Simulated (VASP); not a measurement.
# TiCo (Pm-3m) in VASP: single point with PBE

Aim: the single point of TiCo with PBE.

Everything below comes from runs of VASP 6.6.1. Logs are shortened: lines on timing, memory, paths and dates and some standing lists are left out, and cuts for length are marked.

### 1 The cell of the first run

Symmetry: Pm-3m, No. 221, cubic system. Conventional cell: a = 2.986 Å, b = 2.986 Å, c = 2.986 Å, α = 90.00°, β = 90.00°, γ = 90.00°. Ti (site symmetry m-3m) has 8 Co at 2.59 Å and 6 Ti at 2.99 Å within 3.4 Å. Within 3.4 Å of Co (site symmetry m-3m) lie 8 Ti at 2.59 Å and 6 Co at 2.99 Å.

### 2 Single point, PBE, collinear spin, ferromagnetic start

File INCAR:

```
PREC = Accurate ; ENCUT = 520
EDIFF = 1E-7 ; ISMEAR = 1
SIGMA = 0.05 ; LREAL = False
LASPH = True ; NELM = 150
ALGO = Normal ; ISIF = 2
LWAVE = False ; LCHARG = False
ISPIN = 2 ; MAGMOM = 0 2.5
LORBIT = 11 ; LMAXMIX = 4
GGA = PE ; NBANDS = 22
```

File KPOINTS:

```
regular mesh
0
Gamma
  8 8 8
```

File POSCAR:

```
TiCo
1.0
    2.9861109900      0.0000000000      0.0000000000
    0.0000000000      2.9861109900      0.0000000000
    0.0000000000      0.0000000000      2.9861109900
Ti Co
1 1
Direct
    0.0000000000      0.0000000000      0.0000000000
    0.5000000000      0.5000000000      0.5000000000
```

Potentials or basis: VASP PAW PBE potentials, release 64 (Ti_sv, Co).

Started as:

```sh
$ cat potpaw_PBE.64/Ti_sv/POTCAR potpaw_PBE.64/Co/POTCAR > POTCAR
$ mpirun -np 1 vasp_std > vasp.out
```

OUTCAR:

```text
PREC = Accurate
   ENCUT = 520
   EDIFF = 1E-7
   ISMEAR = 1
   LREAL = False
   LASPH = True
   NELM = 150
   ISIF = 2
   ISPIN = 2
   LORBIT = 11
   GGA = PE

 ion  position               nearest neighbor table
   1  0.000  0.000  0.000-   2 2.59   2 2.59   2 2.59   2 2.59   2 2.59   2 2.59   2 2.59   2 2.59

   2  0.500  0.500  0.500-   1 2.59   1 2.59   1 2.59   1 2.59   1 2.59   1 2.59   1 2.59   1 2.59

  LATTYP: Found a simple cubic cell.
 ALAT       =     2.9861109900

  Lattice vectors:

 A1 = (   2.9861109900,   0.0000000000,   0.0000000000)
 A2 = (   0.0000000000,   2.9861109900,   0.0000000000)
 A3 = (   0.0000000000,   0.0000000000,   2.9861109900)

Analysis of symmetry for initial positions (statically):
=====================================================================
 Subroutine PRICEL returns:
 Original cell was already a primitive cell.

 Routine SETGRP: Setting up the symmetry group for a
 simple cubic supercell.

 Subroutine GETGRP returns: Found 48 space group operations
[... 9 lines left out ...]

 Routine SETGRP: Setting up the symmetry group for a
 simple cubic supercell.

 Subroutine GETGRP returns: Found 48 space group operations
 (whereof 48 operations were pure point group operations)
 out of a pool of 48 trial point group operations.

The dynamic configuration has the point symmetry O_h .

Analysis of structural, dynamic, and magnetic symmetry:
=====================================================================
 Subroutine PRICEL returns:
 Original cell was already a primitive cell.

 Routine SETGRP: Setting up the symmetry group for a
 simple cubic supercell.

 Subroutine GETGRP returns: Found 48 space group operations
 (whereof 48 operations were pure point group operations)
 out of a pool of 48 trial point group operations.

The overall configuration has the point symmetry O_h .

 Subroutine INISYM returns: Found 48 space group operations
[... 5 lines left out ...]
                                     Primitive cell

  volume of cell :      26.6267

  direct lattice vectors                    reciprocal lattice vectors
     2.986110990  0.000000000  0.000000000     0.334883735  0.000000000  0.000000000
     0.000000000  2.986110990  0.000000000     0.000000000  0.334883735  0.000000000
     0.000000000  0.000000000  2.986110990     0.000000000  0.000000000  0.334883735

  length of vectors
     2.986110990  2.986110990  2.986110990     0.334883735  0.334883735  0.334883735

  position of ions in fractional coordinates (direct lattice)
     0.000000000  0.000000000  0.000000000
     0.500000000  0.500000000  0.500000000

  ion indices of the primitive-cell ions
   primitive index   ion index
                 1           1
                 2           2

----------------------------------------------------------------------------------------

 KPOINTS: regular mesh

Automatic generation of k-mesh.
 Grid dimensions read from file:
 generate k-points for:    8    8    8

 Generating k-lattice:

  Cartesian coordinates                     Fractional coordinates (reciprocal lattice)
     0.041860467  0.000000000  0.000000000     0.125000000  0.000000000  0.000000000
     0.000000000  0.041860467  0.000000000     0.000000000  0.125000000  0.000000000
     0.000000000  0.000000000  0.041860467     0.000000000  0.000000000  0.125000000

  Length of vectors
     0.041860467  0.041860467  0.041860467

  Shift w.r.t. Gamma in fractional coordinates (k-lattice)
     0.000000000  0.000000000  0.000000000

 Subroutine IBZKPT returns following result:
 ===========================================

 Found     35 irreducible k-points:

 Following reciprocal coordinates:
            Coordinates               Weight
  0.000000  0.000000  0.000000      1.000000
  0.125000  0.000000  0.000000      6.000000
  0.250000  0.000000  0.000000      6.000000
  0.375000  0.000000  0.000000      6.000000
  0.500000  0.000000  0.000000      3.000000
  0.125000  0.125000  0.000000     12.000000
[... 16 lines left out ...]
  0.375000  0.375000  0.125000     24.000000
  0.500000  0.375000  0.125000     24.000000
 [... further k-points ...]
   k-points           NKPTS =     35   k-points in BZ     NKDIM =     35   number of bands    NBANDS=     22
   number of dos      NEDOS =    301   number of ions     NIONS =      2
   total plane-waves  NPLWV =  13824
   dimension x,y,z NGX =    24 NGY =   24 NGZ =   24
   dimension x,y,z NGXF=    48 NGYF=   48 NGZF=   48
   ions per type =               1   1
   NGX,Y,Z   is equivalent  to a cutoff of  13.36, 13.36, 13.36 a.u.
   NGXF,Y,Z  is equivalent  to a cutoff of  26.72, 26.72, 26.72 a.u.
 SYSTEM =  unknown system
   PREC   = accura    normal or accurate (medium, high low for compatibility)
   ISTART =      0    job   : 0-new  1-cont  2-samecut
   ICHARG =      2    charge: 1-file 2-atom 10-const
   ISPIN  =      2    spin polarized calculation?
   LNONCOLLINEAR =      F non collinear calculations
   LSORBIT =      F    spin-orbit coupling
   LASPH  =      T    aspherical Exc in radial PAW
   ENCUT  =  520.0 eV  38.22 Ry    6.18 a.u.   5.55  5.55  5.55*2*pi/ulx,y,z
   NELM   =    150;   NELMIN=  2; NELMDL= -5     # of ELM steps
   EDIFF  = 0.1E-06   stopping-criterion for ELM
   LREAL  =      F    real-space projection
   EDIFFG = 0.1E-05   stopping-criterion for IOM
   NSW    =      0    number of steps for IOM
   IBRION =     -1    ionic relax: 0-MD 1-quasi-New 2-CG
   NFREE  =      0    steps in history (QN), initial steepest desc. (CG)
   ISIF   =      2    stress and relaxation
   ISYM   =      2    0-nonsym 1-usesym 2-fastsym
   POTIM  = 0.5000    time-step for ionic-motion
   TEBEG  =    0.0;   TEEND  =   0.0 temperature during run
   PSTRESS=    0.0 pullay stress
   NELECT =      21.0000    total number of electrons
   NUPDOWN=      -1.0000    fix difference up-down
   EMIN   =  10.00;   EMAX   =-10.00  energy-range for DOS
   EFERMI =   0.00;   METHOD = LEGACY
   ISMEAR =     1;   SIGMA  =   0.05  broadening in eV -4-tet -1-fermi 0-gaus
   EFERMI_NEDOS =   21; number of points for ismear=-14 and -15
   IALGO  =     38    algorithm
   IMIX   =      4    mixing-type and parameters
     AMIX     =   0.40;   BMIX     =  1.00
     AMIX_MAG =   1.60;   BMIX_MAG =  1.00
  volume/ion in A,a.u.               =      13.31        89.84
  Fermi-wavevector in a.u.,A,eV,Ry     =   1.512546  2.858298 31.127355  2.287796
  Thomas-Fermi vector in A             =   2.622456
   LORBIT       =     11    0 simple, 1 ext, 2 COOP (PROOUT), +10 PAW based schemes
   GGA     = PE    functional components
   LHFCALC =     F    Hartree Fock is set to
   AEXX    =    0.0000 exact exchange contribution
   IVDW    =     0    specifies the selected vdW correction
   LEPSILON=     F    determine dielectric tensor
   LRPA    =     F    only Hartree local field effects (RPA)
 spin polarized calculation
 Methfessel and Paxton  Order N= 1 SIGMA  =   0.05
  energy-cutoff  :      520.00
  volume of cell :       26.63
 maximum number of plane-waves:       739
 NGX is ok and might be reduce to    24
   NGX = 11   NGY = 11   NGZ = 11

 number of electron      20.9999983 magnetization       0.2553481

 Free energy of the ion-electron system (eV)
  ---------------------------------------------------
  ext. energy  EPLUGINS =         0.00000000
  ---------------------------------------------------
  free energy    TOTEN  =       -15.63853916 eV

  energy without entropy =      -15.63804360  energy(sigma->0) =      -15.63837397

 E-fermi :   9.8832     XC(G=0): -12.5751

 val. band max:        9.8797787149   @ k =   0.5000   0.3750   0.3750
 cond. band min:       9.8858715980   @ k =   0.5000   0.2500   0.1250
 fundamental gap:      0.0060928831
 Fermi energy:         9.8832024924

 spin component 1

 k-point     1 :       0.0000    0.0000    0.0000
  band No.  band energies     occupation
      1     -47.2887      1.00000
      2     -23.3786      1.00000
      3     -23.3786      1.00000
      4     -23.3786      1.00000
      5       2.2628      1.00000
      6       6.0380      1.00000
[... 14 lines left out ...]
     21      29.3223      0.00000
     22      30.8507      0.00000

 k-point     2 :       0.1250    0.0000    0.0000
  band No.  band energies     occupation
      1     -47.2841      1.00000
      2     -23.4228      1.00000
      3     -23.3754      1.00000
      4     -23.3754      1.00000
      5       2.5703      1.00000
      6       6.1691      1.00000
[... 14 lines left out ...]
     21      30.1146      0.00000
     22      30.3389      0.00000
[... 523 lines left out ...]
     21      26.5573      0.00000
     22      29.4772      0.00000

 k-point    24 :       0.5000    0.3750    0.1250
  band No.  band energies     occupation
      1     -47.2286      1.00000
      2     -23.6313      1.00000
      3     -23.5855      1.00000
      4     -23.3734      1.00000
      5       5.8395      1.00000
      6       6.3834      1.00000
[... 14 lines left out ...]
     21      26.0936      0.00000
     22      29.9175      0.00000

 [... further k-points ...]

 spin component 2

 k-point     1 :       0.0000    0.0000    0.0000
  band No.  band energies     occupation
      1     -47.3390      1.00000
      2     -23.4292      1.00000
      3     -23.4292      1.00000
      4     -23.4292      1.00000
      5       2.2270      1.00000
      6       6.2529      1.00000
[... 14 lines left out ...]
     21      29.3358      0.00000
     22      30.7699      0.00000

 k-point     2 :       0.1250    0.0000    0.0000
  band No.  band energies     occupation
      1     -47.3344      1.00000
      2     -23.4737      1.00000
      3     -23.4260      1.00000
      4     -23.4260      1.00000
      5       2.5347      1.00000
      6       6.3878      1.00000
[... 14 lines left out ...]
     21      30.0248      0.00000
     22      30.3513      0.00000
[... 523 lines left out ...]
     21      26.5514      0.00000
     22      29.4408      0.00000

 k-point    24 :       0.5000    0.3750    0.1250
  band No.  band energies     occupation
      1     -47.2786      1.00000
      2     -23.6835      1.00000
      3     -23.6376      1.00000
      4     -23.4242      1.00000
      5       5.9481      1.00000
      6       6.4625      1.00000
[... 14 lines left out ...]
     21      26.0684      0.00000
     22      29.8549      0.00000

 [... further k-points ...]
[... 5 lines left out ...]
  --------------------------------------------------------------------------------------
  -------------------------------------------------------------------------------------
  Total       -0.4327785     -0.4327785     -0.4327785      0.0000000      0.0000000      0.0000000
  in kB      -26.0410449    -26.0410449    -26.0410449      0.0000000      0.0000000      0.0000000
  external PRESSURE =     -26.0410449 kB  Pullay stress =       0.0000000 kB

 VOLUME and BASIS-vectors are now :
 -----------------------------------------------------------------------------
  energy-cutoff  :      520.00
  volume of cell :       26.63
      direct lattice vectors                 reciprocal lattice vectors
     2.986110990  0.000000000  0.000000000     0.334883735  0.000000000  0.000000000
     0.000000000  2.986110990  0.000000000     0.000000000  0.334883735  0.000000000
     0.000000000  0.000000000  2.986110990     0.000000000  0.000000000  0.334883735

 POSITION                                       TOTAL-FORCE (eV/Angst)
 -----------------------------------------------------------------------------------
      0.00000      0.00000      0.00000         0.000000      0.000000      0.000000
      1.49306      1.49306      1.49306         0.000000      0.000000      0.000000
 -----------------------------------------------------------------------------------
    total drift:                                0.000000      0.000000     -0.000000

  FREE ENERGIE OF THE ION-ELECTRON SYSTEM (eV)
  ---------------------------------------------------
  free  energy   TOTEN  =       -15.6385391579 eV

  energy  without entropy=      -15.6380436007  energy(sigma->0) =      -15.63837397

 total charge

# of ion       s       p       d       tot
------------------------------------------
    1        2.246   6.181   1.848  10.275
    2        0.518   0.449   7.336   8.303
--------------------------------------------------
tot          2.764   6.630   9.184  18.578

 magnetization (x)

# of ion       s       p       d       tot
------------------------------------------
    1       -0.003  -0.008  -0.052  -0.063
    2        0.010  -0.006   0.353   0.356
--------------------------------------------------
tot          0.007  -0.014   0.301   0.294
```

Wall time 2.9 min (1 thread of AMD EPYC 7R13, shared host); peak memory 0.14 GiB.

What came out:

* Free energy: -15.6385 eV
* Pressure: -2.6 GPa
* Net moment: 0.26 μB per cell
* Site moments: Ti -0.06; Co +0.36 μB
* Valence electrons inside the program's atomic spheres: Ti 10.28; Co 8.30
